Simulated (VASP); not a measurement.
# Ca2Si (Immm) in VASP: a series of runs, part 2 of 2

VASP 6.6.1.

### 4 Single point, LDA (atoms displaced along a vibrational mode, the cell strained)

Input file INCAR:

```
ALGO = Normal
EDIFF = 1E-7
ENCUT = 520
GGA = CA
ISIF = 2
ISMEAR = 0
LASPH = True
LCHARG = False
LREAL = False
LWAVE = False
NBANDS = 19
NELM = 80
PREC = Accurate
SIGMA = 0.05
```

Input file KPOINTS:

```
k-points
0
Gamma
  8 8 8
```

Input file POSCAR:

```
Ca2Si
1.0
    0.0000000000      3.5425210274      3.4201357065
    3.5425210274      0.0000000000      3.4201357065
    3.5425210274      3.5425210274      0.0000000000
Ca Si
2 1
Direct
    0.7267257627      0.7267257627      0.7732742373
    0.2732742373      0.2732742373      0.2267257627
    0.0000000000      0.0000000000      0.0000000000
```

Potentials or basis: VASP PAW LDA potentials, release 64 (Ca_sv, Si).

The run is started by

```bash
cat potpaw_LDA.64/Ca_sv/POTCAR potpaw_LDA.64/Si/POTCAR > POTCAR
mpirun -np 1 vasp_std > vasp.out
```

OUTCAR:

```text
EDIFF = 1E-7
   ENCUT = 520
   GGA = CA
   ISIF = 2
   ISMEAR = 0
   LASPH = True
   LREAL = False
   NELM = 80
   PREC = Accurate

 ion  position               nearest neighbor table
   1  0.727  0.727  0.773-   3 2.95   3 2.95   2 3.10   3 3.13   3 3.13
   2  0.273  0.273  0.227-   3 2.95   3 2.95   1 3.10   3 3.13   3 3.13
   3  0.000  0.000  0.000-   1 2.95   1 2.95   2 2.95   2 2.95   1 3.13   2 3.13   1 3.13   2 3.13

  LATTYP: Found a body centered tetragonal cell.
 ALAT       =     5.0098812819
 C/A-ratio  =     1.3653559891

  Lattice vectors:

 A1 = (   0.0000000000,  -3.5425210274,  -3.4201357065)
 A2 = (   0.0000000000,   3.5425210274,  -3.4201357065)
 A3 = (   3.5425210274,   0.0000000000,   3.4201357065)

Analysis of symmetry for initial positions (statically):
=====================================================================
 Subroutine PRICEL returns:
 Original cell was already a primitive cell.

 Routine SETGRP: Setting up the symmetry group for a
 body centered tetragonal supercell.

 Subroutine GETGRP returns: Found  8 space group operations
 (whereof  8 operations were pure point group operations)
 out of a pool of 16 trial point group operations.

The static configuration has the point symmetry D_2h.

Analysis of symmetry for dynamics (positions and initial velocities):
=====================================================================
 Subroutine PRICEL returns:
 Original cell was already a primitive cell.

 Routine SETGRP: Setting up the symmetry group for a
 body centered tetragonal supercell.

 Subroutine GETGRP returns: Found  8 space group operations
 (whereof  8 operations were pure point group operations)
 out of a pool of 16 trial point group operations.

The dynamic configuration has the point symmetry D_2h.

[... 114 lines left out ...]
   EFERMI =   0.00;   METHOD = LEGACY
   ISMEAR =     0;   SIGMA  =   0.05  broadening in eV -4-tet -1-fermi 0-gaus
   EFERMI_NEDOS =   21; number of points for ismear=-14 and -15
   IALGO  =     38    algorithm
   IMIX   =      4    mixing-type and parameters
     AMIX     =   0.40;   BMIX     =  1.00
     AMIX_MAG =   1.60;   BMIX_MAG =  1.00
  volume/ion in A,a.u.               =      28.61       193.10
  Fermi-wavevector in a.u.,A,eV,Ry     =   1.070482  2.022917 15.591334  1.145931
  Thomas-Fermi vector in A             =   2.206193
   LORBIT       =      0    0 simple, 1 ext, 2 COOP (PROOUT), +10 PAW based schemes
   GGA     = CA    functional components
   LHFCALC =     F    Hartree Fock is set to
   AEXX    =    0.0000 exact exchange contribution
   IVDW    =     0    specifies the selected vdW correction
   LEPSILON=     F    determine dielectric tensor
   LRPA    =     F    only Hartree local field effects (RPA)
 non-spin polarized calculation
 Gauss-broadening in eV      SIGMA  =   0.05
  energy-cutoff  :      520.00
  volume of cell :       85.84
 maximum number of plane-waves:      2336
 NGX is ok and might be reduce to    40
   NGX = 19   NGY = 19   NGZ = 19

 number of electron      24.0000001 magnetization

 Free energy of the ion-electron system (eV)
  ---------------------------------------------------
  ext. energy  EPLUGINS =         0.00000000
  ---------------------------------------------------
  free energy    TOTEN  =       -11.65549062 eV

  energy without entropy =      -11.65549054  energy(sigma->0) =      -11.65549058

 E-fermi :   2.7274     XC(G=0):  -8.8892

 val. band max:        2.5865572422   @ k =   0.5000   0.0000   0.5000
 cond. band min:       2.8676900814   @ k =   0.5000   0.0000   0.5000
 fundamental gap:      0.2811328393
 Fermi energy:         2.7274291512

 k-point     1 :       0.0000    0.0000    0.0000
  band No.  band energies     occupation
      1     -37.5284      2.00000
      2     -37.4468      2.00000
      3     -19.0483      2.00000
      4     -18.8828      2.00000
      5     -18.8537      2.00000
      6     -18.7527      2.00000
[... 505 lines left out ...]
      6     -18.7285      2.00000
[... 11 lines left out ...]
     18       6.8590      0.00000
     19       7.4875      0.00000

 [... further k-points ...]

------------------------ aborting loop because EDIFF is reached ----------------------------------------

  FORCE on cell =-STRESS in cart. coord.  units (eV):
  Direction    XX          YY          ZZ          XY          YZ          ZX
  --------------------------------------------------------------------------------------
  -------------------------------------------------------------------------------------
  Total       -0.3484912     -0.3484912      1.4469932     -0.7091043      0.0000000      0.0000000
  in kB       -6.5043535     -6.5043535     27.0071564    -13.2349559      0.0000000      0.0000000
  external PRESSURE =       4.6661498 kB  Pullay stress =       0.0000000 kB

 VOLUME and BASIS-vectors are now :
 -----------------------------------------------------------------------------
  energy-cutoff  :      520.00
  volume of cell :       85.84
      direct lattice vectors                 reciprocal lattice vectors
     0.000000000  3.542521027  3.420135706    -0.141142423  0.141142423  0.146193029
     3.542521027  0.000000000  3.420135706     0.141142423 -0.141142423  0.146193029
     3.542521027  3.542521027  0.000000000     0.141142423  0.141142423 -0.146193029

 POSITION                                       TOTAL-FORCE (eV/Angst)
 -----------------------------------------------------------------------------------
      5.31378      5.31378      4.97100         0.000000      0.000000      1.050976
      1.77126      1.77126      1.86927         0.000000      0.000000     -1.050976
      0.00000      0.00000      0.00000         0.000000      0.000000      0.000000
 -----------------------------------------------------------------------------------
    total drift:                                0.000000      0.000000     -0.000000

  FREE ENERGIE OF THE ION-ELECTRON SYSTEM (eV)
  ---------------------------------------------------
  free  energy   TOTEN  =       -11.6554906238 eV

  energy  without entropy=      -11.6554905388  energy(sigma->0) =      -11.65549058
```

stdout:

```text
POSCAR found type information on POSCAR CaSi
 POSCAR found :  2 types and       3 ions
 scaLAPACK will be used
 LDA part: xc-table for (Slater(with rela. corr.)+CA(PZ))
 , standard interpolation
 POSCAR, INCAR and KPOINTS ok, starting setup
 FFT: planning ... GRIDC
 FFT: planning ... GRID_SOFT
 FFT: planning ... GRID
 WAVECAR not read
 entering main loop
```

Wall time 5 min (1 thread of Oxide Virtual Turin-like, shared host); peak memory 0.26 GiB.

What came out:

```yaml
Free_energy: -11.6555 eV
Pressure: 0.5 GPa
Largest_force: 1.051 eV/Å
Band_gap_on_the_k_mesh: 0.28 eV
```

Forces on the atoms (eV/Å):
```
Ca   0.000  0.000  1.051
Ca   0.000  0.000 -1.051
Si   0.000  0.000  0.000
```

Stress tensor (GPa, compression positive):
```
-0.65 -1.32  0.00
-1.32 -0.65  0.00
 0.00  0.00  2.70
```

Levels at points of the mesh, in eV from the valence-band top:
```tsv
k point	band 9	band 10	band 11	band 12	band 13	band 14	band 15	band 16
(0.00, 0.00, 0.00)	-6.79	-0.78	-0.53	-0.51	1.58	1.60	1.82	4.44
(0.50, 0.00, 0.00)	-5.98	-2.11	-0.24	-0.02	2.14	2.36	2.60	2.95
(0.00, 0.00, 0.50)	-6.05	-2.05	-0.37	-0.25	2.04	2.22	2.84	2.94
(0.50, 0.50, 0.00)	-5.77	-2.03	-0.28	-0.07	0.38	1.39	2.59	3.60
(0.50, 0.00, 0.50)	-5.79	-2.18	-0.06	0.00	0.28	1.63	2.37	3.59
```

Caveat: the cell differs from its parent crystal (atoms displaced along a vibrational mode, the cell strained); forces of over 1 eV/Å act on the atoms, so gaps and moduli don't describe the material at rest.

### 5 Single point, LDA (atoms displaced along a vibrational mode, the cell strained)

Input file INCAR:

```
SYSTEM = Ca2Si
PREC = Accurate
ENCUT = 520
EDIFF = 1E-7
ISMEAR = 0
SIGMA = 0.05
LREAL = .False.
LASPH = .True.
NELM = 60
ALGO = Normal
ISIF = 2
LWAVE = .False.
LCHARG = .False.
NBANDS = 19
```

Input file KPOINTS:

```
regular mesh
0
Gamma
  8 8 8
  0 0 0
```

Input file POSCAR:

```
Ca2Si
1.0
    0.0000000000      3.4609308134      3.5833161343
    3.4609308134      0.0000000000      3.5833161343
    3.4609308134      3.4609308134      0.0000000000
Ca Si
2 1
Direct
    0.7267257627      0.7267257627      0.7732742373
    0.2732742373      0.2732742373      0.2267257627
    0.0000000000      0.0000000000      0.0000000000
```

Potentials or basis: VASP PAW LDA potentials, release 64 (Ca_sv, Si).

The run is started by

```bash
cat potpaw_LDA.64/Ca_sv/POTCAR potpaw_LDA.64/Si/POTCAR > POTCAR
mpirun -np 1 vasp_std > vasp.out
```

OUTCAR:

```text
SYSTEM = Ca2Si
   PREC = Accurate
   ENCUT = 520
   EDIFF = 1E-7
   ISMEAR = 0
   LREAL = .False.
   LASPH = .True.
   NELM = 60
   ISIF = 2

 ion  position               nearest neighbor table
   1  0.727  0.727  0.773-   3 2.94   3 2.94   3 3.13   3 3.13
   2  0.273  0.273  0.227-   3 2.94   3 2.94   3 3.13   3 3.13
   3  0.000  0.000  0.000-   1 2.94   1 2.94   2 2.94   2 2.94   2 3.13   2 3.13   1 3.13   1 3.13

  LATTYP: Found a body centered tetragonal cell.
 ALAT       =     4.8944952947
 C/A-ratio  =     1.4642229356

  Lattice vectors:

[... 720 lines left out ...]
  FORCE on cell =-STRESS in cart. coord.  units (eV):
  Direction    XX          YY          ZZ          XY          YZ          ZX
  --------------------------------------------------------------------------------------
  -------------------------------------------------------------------------------------
  Total        0.5340644      0.5340644     -0.2007037     -0.7710022      0.0000000      0.0000000
  in kB        9.9678910      9.9678910     -3.7459767    -14.3901479      0.0000000      0.0000000
  external PRESSURE =       5.3966017 kB  Pullay stress =       0.0000000 kB

 VOLUME and BASIS-vectors are now :
 -----------------------------------------------------------------------------
  energy-cutoff  :      520.00
  volume of cell :       85.84
      direct lattice vectors                 reciprocal lattice vectors
     0.000000000  3.460930813  3.583316134    -0.144469805  0.144469805  0.139535553
     3.460930813  0.000000000  3.583316134     0.144469805 -0.144469805  0.139535553
     3.460930813  3.460930813  0.000000000     0.144469805  0.144469805 -0.139535553

 POSITION                                       TOTAL-FORCE (eV/Angst)
 -----------------------------------------------------------------------------------
      5.19140      5.19140      5.20818         0.000000      0.000000      0.857326
      1.73047      1.73047      1.95846         0.000000      0.000000     -0.857326
      0.00000      0.00000      0.00000         0.000000      0.000000      0.000000
 -----------------------------------------------------------------------------------
    total drift:                                0.000000      0.000000     -0.000000

  FREE ENERGIE OF THE ION-ELECTRON SYSTEM (eV)
  ---------------------------------------------------
  free  energy   TOTEN  =       -11.6807705437 eV

  energy  without entropy=      -11.6807560246  energy(sigma->0) =      -11.68076328
```

OSZICAR:

```text
N       E                     dE             d eps       ncg     rms          rms(c)
DAV:   1     0.195338027965E+03    0.19534E+03   -0.11703E+04  3618   0.114E+03
DAV:   2    -0.461754451855E+00   -0.19580E+03   -0.19290E+03  3826   0.331E+02
DAV:   3    -0.119698422525E+02   -0.11508E+02   -0.11412E+02  6860   0.616E+01
DAV:   4    -0.124716481274E+02   -0.50181E+00   -0.50108E+00  5041   0.126E+01
DAV:   5    -0.124993458123E+02   -0.27698E-01   -0.27693E-01  5773   0.199E+00    0.569E+00
DAV:   6    -0.117916544254E+02    0.70769E+00   -0.18839E+00  4415   0.377E+00    0.312E+00
DAV:   7    -0.116907770887E+02    0.10088E+00   -0.49994E-01  4909   0.256E+00    0.106E+00
DAV:   8    -0.116820812567E+02    0.86958E-02   -0.74862E-02  4552   0.147E+00    0.209E-01
DAV:   9    -0.116807993667E+02    0.12819E-02   -0.64877E-03  4666   0.382E-01    0.135E-01
DAV:  10    -0.116807833546E+02    0.16012E-04   -0.10847E-03  5479   0.221E-01    0.340E-02
DAV:  11    -0.116807863801E+02   -0.30254E-05   -0.13704E-04  5248   0.550E-02    0.245E-02
DAV:  12    -0.116807700202E+02    0.16360E-04   -0.88233E-05  5182   0.541E-02    0.255E-03
DAV:  13    -0.116807704988E+02   -0.47859E-06   -0.51454E-06  5749   0.116E-02    0.236E-03
DAV:  14    -0.116807705437E+02   -0.44907E-07   -0.16092E-07  3613   0.312E-03
   1 F= -.11680771E+02 E0= -.11680763E+02  d E =-.145191E-04
```

stdout:

```text
POSCAR found type information on POSCAR CaSi
 POSCAR found :  2 types and       3 ions
 scaLAPACK will be used
 LDA part: xc-table for (Slater(with rela. corr.)+CA(PZ))
 , standard interpolation
 POSCAR, INCAR and KPOINTS ok, starting setup
 FFT: planning ... GRIDC
 FFT: planning ... GRID_SOFT
 FFT: planning ... GRID
 WAVECAR not read
 entering main loop
```

Wall time 4.2 min (1 thread of Oxide Virtual Turin-like, shared host); peak memory 0.24 GiB.

What came out:

```yaml
Free_energy: -11.6808 eV
Pressure: 0.5 GPa
Largest_force: 0.857 eV/Å
Band_gap_on_the_k_mesh: 0.15 eV
```

Forces in eV/Å, atoms in the order of the input:
```
Ca   0.000  0.000  0.857
Ca   0.000  0.000 -0.857
Si   0.000  0.000  0.000
```

Caveat: the cell differs from its parent crystal (atoms displaced along a vibrational mode, the cell strained). A k mesh can miss the band edges.

### 6 Summary

| cell | gap on the mesh (eV) | pressure (GPa) | largest force (eV/Å) |
| --- | --- | --- | --- |
| a = 4.924, b = 4.924, c = 5.010 Å, angles 59.4, 59.4, 61.2°, 3 atoms, atomic positions A | 0.29 | 0.3 | 0.69 |
| a = 4.952 Å, angles 60.0°, 3 atoms, atomic positions B | 0.28 | 0.5 | 0.95 |
| a = 4.924, b = 4.924, c = 5.010 Å, angles 59.4, 59.4, 61.2°, 3 atoms, atomic positions B | 0.28 | 0.5 | 1.05 |
| a = 4.982, b = 4.982, c = 4.894 Å, angles 60.6, 60.6, 58.8°, 3 atoms, atomic positions B | 0.15 | 0.5 | 0.86 |

Alike in all rows: task single point; level LDA; potentials or basis VASP PAW LDA potentials, release 64 (Ca_sv, Si); no spin polarisation; k mesh 8 × 8 × 8; cutoff (eV) 520; smearing gaussian 0.05 eV.

Caveats: forces of over 1 eV/Å act on the atoms, so gaps and moduli don't describe the material at rest (at least some runs).

Absolute energies hang on the potentials; compare differences alone.
